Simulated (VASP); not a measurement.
Crystal: Na2Al2O.

```xyz
5
Lattice="4.1961 0.0000 0.0000 0.0000 4.1961 0.0000 0.0000 0.0000 5.6447" Properties=species:S:1:pos:R:3 pbc="T T T"
Na    0.0000    0.0000    4.2347
Na    0.0000    0.0000    1.4100
Al    0.0000    2.0981    0.0000
Al    2.0981    0.0000    0.0000
O     2.0981    2.0981    2.8224
```

The cell was generated, and may not be a known phase.

| Property | Result |
| --- | --- |
| Program | VASP 6.6.1 |
| Task | relaxation of cell and atoms |
| Functional | PBE |
| Potentials or basis | VASP PAW PBE potentials, release 64 (Na_pv, Al, O) |
| Cutoff | 600 eV |
| k mesh | 4 × 4 × 4 |
| Occupations | gaussian, width 0.1 eV |
| Spin | no spin polarisation |

At the start: pressure 7.8 GPa; volume 19.88 Å³/atom.

How do energy, volume and symmetry change on relaxing?

Over 14 steps the energy falls by 881.4 meV/atom and the volume is 20.22 Å³/atom (+1.7 %); space group P4/mmm (No. 123, to 0.1 Å) before and after.

Step by step:
```
step  energy change (eV)  largest force (eV/Å)  pressure (GPa)  volume (Å³)
   1              0.0000                4.0011            7.78        99.39
   2             -1.4914                1.5693           -0.51       113.88
   3             -1.7285                0.5548           -3.07       123.13
   4             -2.4816                0.5432           -3.95       117.64
   5             -4.2842                0.0493            0.37        98.26
   6             -4.2307                0.3487            5.48        90.71
   7             -4.3342                0.1818            2.16        95.03
   8             -4.3320                0.2166            2.63        94.23
   9             -4.3988                0.0241            0.22       100.92
  10             -4.4019                0.0563            0.66        99.72
  11             -4.4019                0.0570            0.56        99.83
  12             -4.4062                0.0684           -0.15       101.39
  13             -4.4065                0.0670           -0.03       101.06
  14             -4.4071                0.0259           -0.03       101.08
```

Final structure:
```xyz
5
Lattice="3.5231 0.0000 0.0000 0.0000 3.5231 0.0000 0.0000 0.0000 8.1437" Properties=species:S:1:pos:R:3 pbc="T T T"
Na    0.0000    0.0000    5.2448
Na    0.0000    0.0000    2.8988
Al    0.0000    1.7616    0.0000
Al    1.7616    0.0000    0.0000
O     1.7616    1.7616    4.0718
```

Caveat: the k points lie up to 0.45 Å⁻¹ apart in the final cell, too coarse for converged energies and pressures of a metal; a cell axis changed by over 15 % at a fixed basis, so the end point is rough.
